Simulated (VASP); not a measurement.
# Nb3B5 (P-62m) in VASP: a series of runs

The runs below take Nb3B5 through single point, relaxation of cell and atoms, with PBE.

Program: VASP 6.6.1. These are calculated values, not measurements. Logs are shortened: lines on timing, memory, paths and dates and some standing lists are left out, and cuts for length are marked.

## (1) The cell of the first run

It takes space group P-62m (No. 189, hexagonal). The conventional cell has a = 5.408 Å, b = 5.408 Å, c = 3.215 Å, α = 90.00°, β = 90.00°, γ = 120.00°. Nb (site symmetry m2m) has 10 B at 2.40 to 2.43 Å and 6 Nb at 3.04 to 3.16 Å within 3.2 Å. B (site symmetry m2m) has 2 B at 1.77 Å within 2.4 Å. Within 2.4 Å of B (site symmetry -6) lie 3 B at 1.77 Å.

## (2) Single point, PBE

Input file INCAR:

```
SYSTEM = Nb3B5
PREC = Accurate
ENCUT = 520
EDIFF = 1E-6
ISMEAR = 0
SIGMA = 0.1
LREAL = .FALSE.
LASPH = .TRUE.
NELM = 80
ALGO = Normal
ISIF = 2
LWAVE = .FALSE.
LCHARG = .FALSE.
GGA = PE
NBANDS = 37
```

Input file KPOINTS:

```
Automatic mesh
0
G
  6 6 10
  0 0 0
```

Input file POSCAR:

```
Nb3B5
1.0
    5.4078930574      0.0000000000      0.0000000000
   -2.7039465287      4.6833727686      0.0000000000
    0.0000000000      0.0000000000      3.2152585287
Nb B
3 5
Direct
    0.6753712700      0.6753712700      0.5000000000
    0.3246287300      0.0000000000      0.5000000000
    0.0000000000      0.3246287300      0.5000000000
    0.0000000000      0.6550535282      0.0000000000
    0.3333333333      0.6666666667      0.0000000000
    0.3449464718      0.3449464718      0.0000000000
    0.6666666667      0.3333333333      0.0000000000
    0.6550535282      0.0000000000      0.0000000000
```

Potentials or basis: VASP PAW PBE potentials, release 64 (Nb_sv, B).

Started as:

```bash
$ cat potpaw_PBE.64/Nb_sv/POTCAR potpaw_PBE.64/B/POTCAR > POTCAR
$ mpirun -np 1 vasp_std > vasp.out
```

OUTCAR:

```text
SYSTEM = Nb3B5
   PREC = Accurate
   ENCUT = 520
   EDIFF = 1E-6
   ISMEAR = 0
   LREAL = .FALSE.
   LASPH = .TRUE.
   NELM = 80
   ISIF = 2
   GGA = PE

 ion  position               nearest neighbor table
   1  0.675  0.675  0.500-   6 2.40   6 2.40   8 2.42   8 2.42   4 2.42   4 2.42   7 2.43   7 2.43
                             5 2.43   5 2.43   3 3.04   2 3.04
   2  0.325  0.000  0.500-   8 2.40   8 2.40   4 2.42   4 2.42   6 2.42   6 2.42   5 2.43   5 2.43
                             7 2.43   7 2.43   3 3.04   1 3.04
   3  0.000  0.325  0.500-   4 2.40   4 2.40   8 2.42   8 2.42   6 2.42   6 2.42   7 2.43   7 2.43
                             5 2.43   5 2.43   1 3.04   2 3.04
   4  0.000  0.655  0.000-   5 1.77   7 1.77   3 2.40   3 2.40   2 2.42   2 2.42   1 2.42   1 2.42

   5  0.333  0.667  0.000-   4 1.77   8 1.77   6 1.77   2 2.43   2 2.43   3 2.43   3 2.43   1 2.43
                             1 2.43
   6  0.345  0.345  0.000-   5 1.77   7 1.77   1 2.40   1 2.40   2 2.42   2 2.42   3 2.42   3 2.42

   7  0.667  0.333  0.000-   8 1.77   4 1.77   6 1.77   3 2.43   3 2.43   2 2.43   2 2.43   1 2.43
                             1 2.43
   8  0.655  0.000  0.000-   7 1.77   5 1.77   2 2.40   2 2.40   3 2.42   1 2.42   1 2.42   3 2.42

  LATTYP: Found a hexagonal cell.
 ALAT       =     5.4078930574
 C/A-ratio  =     0.5945492070

  Lattice vectors:

 A1 = (   5.4078930574,   0.0000000000,   0.0000000000)
 A2 = (  -2.7039465287,   4.6833727686,   0.0000000000)
 A3 = (   0.0000000000,   0.0000000000,   3.2152585287)

Analysis of symmetry for initial positions (statically):
=====================================================================
 Subroutine PRICEL returns:
 Original cell was already a primitive cell.

 Routine SETGRP: Setting up the symmetry group for a
 hexagonal supercell.

 Subroutine GETGRP returns: Found 12 space group operations
 (whereof 12 operations were pure point group operations)
 out of a pool of 24 trial point group operations.

The static configuration has the point symmetry D_3h.

Analysis of symmetry for dynamics (positions and initial velocities):
=====================================================================
 Subroutine PRICEL returns:
 Original cell was already a primitive cell.

 Routine SETGRP: Setting up the symmetry group for a
 hexagonal supercell.

 Subroutine GETGRP returns: Found 12 space group operations
 (whereof 12 operations were pure point group operations)
 out of a pool of 24 trial point group operations.

The dynamic configuration has the point symmetry D_3h.

 Subroutine INISYM returns: Found 12 space group operations
 (whereof 12 operations are pure point group operations),
 and found     1 'primitive' translations

----------------------------------------------------------------------------------------

                                     Primitive cell

  volume of cell :      81.4334

  direct lattice vectors                    reciprocal lattice vectors
     5.407893057  0.000000000  0.000000000     0.184914899  0.106760667  0.000000000
    -2.703946529  4.683372769  0.000000000     0.000000000  0.213521334  0.000000000
     0.000000000  0.000000000  3.215258529     0.000000000  0.000000000  0.311016981

  length of vectors
     5.407893057  5.407893057  3.215258529     0.213521334  0.213521334  0.311016981

  position of ions in fractional coordinates (direct lattice)
     0.675371270  0.675371270  0.500000000
     0.324628730  0.000000000  0.500000000
     0.000000000  0.324628730  0.500000000
     0.000000000  0.655053528  0.000000000
     0.333333333  0.666666667  0.000000000
     0.344946472  0.344946472  0.000000000
     0.666666667  0.333333333  0.000000000
     0.655053528  0.000000000  0.000000000

  ion indices of the primitive-cell ions
   primitive index   ion index
                 1           1
                 2           2
                 3           3
                 4           4
                 5           5
                 6           6
                 7           7
                 8           8

----------------------------------------------------------------------------------------

 KPOINTS: Automatic mesh

Automatic generation of k-mesh.
 Grid dimensions read from file:
 generate k-points for:    6    6   10

 Generating k-lattice:

  Cartesian coordinates                     Fractional coordinates (reciprocal lattice)
     0.030819150  0.017793444  0.000000000     0.166666667  0.000000000  0.000000000
     0.000000000  0.035586889  0.000000000     0.000000000  0.166666667  0.000000000
     0.000000000  0.000000000  0.031101698     0.000000000  0.000000000  0.100000000

  Length of vectors
     0.035586889  0.035586889  0.031101698

  Shift w.r.t. Gamma in fractional coordinates (k-lattice)
     0.000000000  0.000000000  0.000000000

 Subroutine IBZKPT returns following result:
 ===========================================

 Found     42 irreducible k-points:

 Following reciprocal coordinates:
            Coordinates               Weight
  0.000000  0.000000  0.000000      1.000000
  0.166667  0.000000  0.000000      6.000000
  0.333333 -0.000000  0.000000      6.000000
  0.500000  0.000000  0.000000      3.000000
  0.166667  0.166667  0.000000      6.000000
  0.333333  0.166667  0.000000     12.000000
[... 16 lines left out ...]
  0.166667  0.000000  0.300000     12.000000
  0.333333 -0.000000  0.300000     12.000000
 [... further k-points ...]
   k-points           NKPTS =     42   k-points in BZ     NKDIM =     42   number of bands    NBANDS=     37
   number of dos      NEDOS =    301   number of ions     NIONS =      8
   total plane-waves  NPLWV =  38400
   dimension x,y,z NGX =    40 NGY =   40 NGZ =   24
   dimension x,y,z NGXF=    80 NGYF=   80 NGZF=   48
   ions per type =               3   5
   NGX,Y,Z   is equivalent  to a cutoff of  12.30, 12.30, 12.41 a.u.
   NGXF,Y,Z  is equivalent  to a cutoff of  24.59, 24.59, 24.82 a.u.
 SYSTEM =  Nb3B5
   PREC   = accura    normal or accurate (medium, high low for compatibility)
   ISTART =      0    job   : 0-new  1-cont  2-samecut
   ICHARG =      2    charge: 1-file 2-atom 10-const
   ISPIN  =      1    spin polarized calculation?
   LNONCOLLINEAR =      F non collinear calculations
   LSORBIT =      F    spin-orbit coupling
   LASPH  =      T    aspherical Exc in radial PAW
   ENCUT  =  520.0 eV  38.22 Ry    6.18 a.u.  10.06 10.06  5.98*2*pi/ulx,y,z
   NELM   =     80;   NELMIN=  2; NELMDL= -5     # of ELM steps
   EDIFF  = 0.1E-05   stopping-criterion for ELM
   LREAL  =      F    real-space projection
   EDIFFG = 0.1E-04   stopping-criterion for IOM
   NSW    =      0    number of steps for IOM
   IBRION =     -1    ionic relax: 0-MD 1-quasi-New 2-CG
   NFREE  =      0    steps in history (QN), initial steepest desc. (CG)
   ISIF   =      2    stress and relaxation
   ISYM   =      2    0-nonsym 1-usesym 2-fastsym
   POTIM  = 0.5000    time-step for ionic-motion
   TEBEG  =    0.0;   TEEND  =   0.0 temperature during run
   PSTRESS=    0.0 pullay stress
   NELECT =      54.0000    total number of electrons
   NUPDOWN=      -1.0000    fix difference up-down
   EMIN   =  10.00;   EMAX   =-10.00  energy-range for DOS
   EFERMI =   0.00;   METHOD = LEGACY
   ISMEAR =     0;   SIGMA  =   0.10  broadening in eV -4-tet -1-fermi 0-gaus
   EFERMI_NEDOS =   21; number of points for ismear=-14 and -15
   IALGO  =     38    algorithm
   IMIX   =      4    mixing-type and parameters
     AMIX     =   0.40;   BMIX     =  1.00
     AMIX_MAG =   1.60;   BMIX_MAG =  1.00
  volume/ion in A,a.u.               =      10.18        68.69
  Fermi-wavevector in a.u.,A,eV,Ry     =   1.427596  2.697764 27.729068  2.038029
  Thomas-Fermi vector in A             =   2.547748
   LORBIT       =      0    0 simple, 1 ext, 2 COOP (PROOUT), +10 PAW based schemes
   GGA     = PE    functional components
   LHFCALC =     F    Hartree Fock is set to
   AEXX    =    0.0000 exact exchange contribution
   IVDW    =     0    specifies the selected vdW correction
   LEPSILON=     F    determine dielectric tensor
   LRPA    =     F    only Hartree local field effects (RPA)
 non-spin polarized calculation
 Gauss-broadening in eV      SIGMA  =   0.10
  energy-cutoff  :      520.00
  volume of cell :       81.43
 maximum number of plane-waves:      2220
   NGX = 21   NGY = 21   NGZ = 11

 number of electron      54.0000006 magnetization

 Free energy of the ion-electron system (eV)
  ---------------------------------------------------
  ext. energy  EPLUGINS =         0.00000000
  ---------------------------------------------------
  free energy    TOTEN  =       -69.88654027 eV

  energy without entropy =      -69.87703443  energy(sigma->0) =      -69.88178735

 E-fermi :  10.8829     XC(G=0): -12.7881

 val. band max:       10.8755520156   @ k =   0.3333  -0.0000   0.0000
 cond. band min:      10.8889640298   @ k =   0.5000   0.0000   0.5000
 fundamental gap:      0.0134120142
 Fermi energy:        10.8828611714

 k-point     1 :       0.0000    0.0000    0.0000
  band No.  band energies     occupation
      1     -44.0852      2.00000
      2     -43.9936      2.00000
      3     -43.9936      2.00000
      4     -20.3688      2.00000
      5     -20.3423      2.00000
      6     -20.3423      2.00000
[... 29 lines left out ...]
     36      15.9947      0.00000
     37      15.9948      0.00000

 k-point     2 :       0.1667    0.0000    0.0000
  band No.  band energies     occupation
      1     -44.0781      2.00000
      2     -43.9980      2.00000
      3     -43.9963      2.00000
      4     -20.4536      2.00000
      5     -20.3843      2.00000
      6     -20.2287      2.00000
[... 29 lines left out ...]
     36      15.4924      0.00000
     37      15.6501      0.00000

 k-point     3 :       0.3333   -0.0000    0.0000
  band No.  band energies     occupation
      1     -44.0596      2.00000
      2     -44.0119      2.00000
      3     -44.0012      2.00000
      4     -20.5138      2.00000
      5     -20.3705      2.00000
      6     -20.1215      2.00000
[... 29 lines left out ...]
     36      15.3073      0.00000
     37      15.4930      0.00000

 k-point     4 :       0.5000    0.0000    0.0000
  band No.  band energies     occupation
      1     -44.0401      2.00000
      2     -44.0293      2.00000
      3     -44.0034      2.00000
      4     -20.5362      2.00000
      5     -20.3019      2.00000
      6     -20.1827      2.00000
[... 29 lines left out ...]
     36      15.3238      0.00000
     37      15.4844      0.00000
[... 683 lines left out ...]
      1     -44.0651      2.00000
      2     -43.9746      2.00000
      3     -43.9746      2.00000
      4     -20.3901      2.00000
      5     -20.3262      2.00000
      6     -20.3033      2.00000
[... 29 lines left out ...]
     36      15.8755      0.00000
     37      15.8755      0.00000

 k-point    23 :       0.1667    0.0000    0.3000
  band No.  band energies     occupation
      1     -44.0582      2.00000
      2     -43.9789      2.00000
      3     -43.9773      2.00000
      4     -20.4104      2.00000
      5     -20.3787      2.00000
      6     -20.3425      2.00000
[... 29 lines left out ...]
     36      15.6354      0.00000
     37      16.0654      0.00000

 k-point    24 :       0.3333   -0.0000    0.3000
  band No.  band energies     occupation
      1     -44.0398      2.00000
      2     -43.9927      2.00000
      3     -43.9821      2.00000
      4     -20.4696      2.00000
      5     -20.3479      2.00000
      6     -20.3279      2.00000
[... 29 lines left out ...]
     36      15.6780      0.00000
     37      16.2256      0.00000

 [... further k-points ...]

------------------------ aborting loop because EDIFF is reached ----------------------------------------

  FORCE on cell =-STRESS in cart. coord.  units (eV):
  Direction    XX          YY          ZZ          XY          YZ          ZX
  --------------------------------------------------------------------------------------
  -------------------------------------------------------------------------------------
  Total       -0.1540763     -0.1540763     -0.2075572     -0.0000000      0.0000000      0.0000000
  in kB       -3.0314028     -3.0314028     -4.0836227     -0.0000000      0.0000000      0.0000000
  external PRESSURE =      -3.3821428 kB  Pullay stress =       0.0000000 kB

 VOLUME and BASIS-vectors are now :
 -----------------------------------------------------------------------------
  energy-cutoff  :      520.00
  volume of cell :       81.43
      direct lattice vectors                 reciprocal lattice vectors
     5.407893057  0.000000000  0.000000000     0.184914899  0.106760667  0.000000000
    -2.703946529  4.683372769  0.000000000     0.000000000  0.213521334  0.000000000
     0.000000000  0.000000000  3.215258529     0.000000000  0.000000000  0.311016981

 POSITION                                       TOTAL-FORCE (eV/Angst)
 -----------------------------------------------------------------------------------
      1.82617      3.16302      1.60763        -0.001671     -0.002895     -0.000000
      1.75556      0.00000      1.60763         0.003343      0.000000      0.000000
     -0.87778      1.52036      1.60763        -0.001671      0.002895     -0.000000
     -1.77123      3.06786      0.00000        -0.003594      0.006225      0.000000
     -0.00000      3.12225      0.00000        -0.000000      0.000000      0.000000
      0.93272      1.61551      0.00000        -0.003594     -0.006225      0.000000
      2.70395      1.56112      0.00000        -0.000000      0.000000      0.000000
      3.54246      0.00000      0.00000         0.007188      0.000000      0.000000
 -----------------------------------------------------------------------------------
    total drift:                               -0.000000     -0.000000      0.000000

  FREE ENERGIE OF THE ION-ELECTRON SYSTEM (eV)
  ---------------------------------------------------
  free  energy   TOTEN  =       -69.8865402690 eV

  energy  without entropy=      -69.8770344333  energy(sigma->0) =      -69.88178735
```

Run time: 57 s. Hardware: 1 thread of Intel Xeon 6975P-C (Granite Rapids), shared host; peak memory 0.24 GiB.

What came out:

```yaml
Free_energy: -69.8865 eV
Pressure: -0.3 GPa
Largest_force: 0.007 eV/Å
Band_gap_on_the_k_mesh: zero (band 27 reaches 12.09 eV, above the bottom of band 28 at 10.32 eV)
```

Forces in eV/Å, atoms in the order of the input:
```
Nb  -0.002 -0.003  0.000
Nb   0.003  0.000  0.000
Nb  -0.002  0.003  0.000
B   -0.004  0.006  0.000
B    0.000  0.000  0.000
B   -0.004 -0.006  0.000
B    0.000  0.000  0.000
B    0.007  0.000  0.000
```

Stress tensor (GPa, compression positive):
```
-0.30  0.00  0.00
 0.00 -0.30  0.00
 0.00  0.00 -0.41
```

Levels at points of the mesh, in eV from the Fermi level:
```tsv
k point	band 23	band 24	band 25	band 26	band 27	band 28	band 29	band 30	band 31	band 32
(0.00, 0.00, 0.00)	-2.46	-2.37	-2.30	-2.30	1.21	1.23	1.23	1.27	1.30	2.32
(0.50, 0.00, 0.00)	-2.49	-2.01	-1.60	-1.30	-0.84	0.95	1.40	1.59	2.17	2.26
(0.00, 0.00, 0.50)	-3.32	-0.73	-0.72	-0.72	-0.13	-0.13	1.73	1.73	2.58	3.42
(0.50, 0.00, 0.50)	-2.92	-2.46	-2.13	-1.81	0.01	1.78	2.10	3.15	3.39	3.40
```

## (3) Relaxation of cell and atoms, PBE

Input file INCAR:

```
PREC = Accurate
ENCUT = 600
EDIFF = 1E-7
ISMEAR = 0
SIGMA = 0.1
LREAL = False
LASPH = True
NELM = 100
ALGO = Normal
ISIF = 3
LWAVE = False
LCHARG = False
GGA = PE
IBRION = 2
NSW = 80
EDIFFG = -0.001
```

Input file KPOINTS:

```
Automatic mesh
0
Gamma
  6 6 10
```

Input file POSCAR:

```
Nb3B5
1.0
    5.4079843947      0.0000000000      0.0000000000
   -2.7039921973      4.6834518691      0.0000000000
    0.0000000000      0.0000000000      3.2152271910
Nb B
3 5
Direct
    0.6753786548      0.6753786548      0.5000000000
    0.3246213452      0.0000000000      0.5000000000
    0.0000000000      0.3246213452      0.5000000000
    0.0000000000      0.6551494895      0.0000000000
    0.3333333333      0.6666666667      0.0000000000
    0.3448505105      0.3448505105      0.0000000000
    0.6666666667      0.3333333333      0.0000000000
    0.6551494895      0.0000000000      0.0000000000
```

Potentials or basis: VASP PAW PBE potentials, release 64 (Nb_sv, B).

Started as:

```bash
$ cat potpaw_PBE.64/Nb_sv/POTCAR potpaw_PBE.64/B/POTCAR > POTCAR
$ mpirun -np 1 vasp_std > vasp.out
```

Run time: 7.4 min. Hardware: 1 thread of Intel Xeon 6975P-C (Granite Rapids), shared host; peak memory 0.31 GiB.

Results (log left out):

```
Free energy                            : -69.8908 eV
Relaxed volume                         : 10.17 Å³/atom
Relaxed cell                           : a = 5.406 Å, b = 5.406 Å, c = 3.213 Å, α = 90.00°, β = 90.00°, γ = 120.00°
Space group after relaxing (to 0.05 Å) : P-62m (No. 189)
Energy gained by relaxing              : 0.0 meV/atom
Ionic steps                            : 10
Pressure after relaxing                : 0.0 GPa
Band gap on the k mesh                 : zero (band 27 reaches 12.11 eV, above the bottom of band 28 at 10.34 eV)
```

The path:
```tsv
step	energy change (eV)	largest force (eV/Å)	pressure (GPa)	volume (Å³)
1	0.0000	0.0067	-0.37	81.44
2	0.0001	0.0116	0.55	81.16
3	-0.0001	0.0053	0.01	81.32
4	-0.0001	0.0052	0.01	81.32
5	-0.0001	0.0051	0.00	81.33
6	-0.0001	0.0021	-0.01	81.33
7	-0.0001	0.0015	-0.01	81.33
8	-0.0001	0.0008	0.01	81.32
9	-0.0001	0.0007	0.01	81.32
10	-0.0001	0.0005	0.00	81.32
```

Final structure:
```
Nb B
1.0
     5.40581    0.00000    0.00000
    -2.70291    4.68157    0.00000
     0.00000    0.00000    3.21332
Nb B
3 5
Direct
  0.67533 0.67533 0.50000
  0.32467 0.00000 0.50000
  0.00000 0.32467 0.50000
  0.00000 0.65524 0.00000
  0.33333 0.66667 0.00000
  0.34476 0.34476 0.00000
  0.66667 0.33333 0.00000
  0.65524 0.00000 0.00000
```

Levels at points of the mesh, in eV from the Fermi level:
| k point | band 25 | band 26 | band 27 | band 28 | band 29 | band 30 |
| --- | --- | --- | --- | --- | --- | --- |
| (0.00, 0.00, 0.00) | -2.30 | -2.30 | 1.21 | 1.23 | 1.23 | 1.27 |
| (0.50, 0.00, 0.00) | -1.60 | -1.30 | -0.85 | 0.95 | 1.41 | 1.59 |
| (0.00, 0.00, 0.50) | -0.72 | -0.72 | -0.13 | -0.13 | 1.73 | 1.73 |
| (0.50, 0.00, 0.50) | -2.13 | -1.82 | 0.01 | 1.79 | 2.11 | 3.16 |
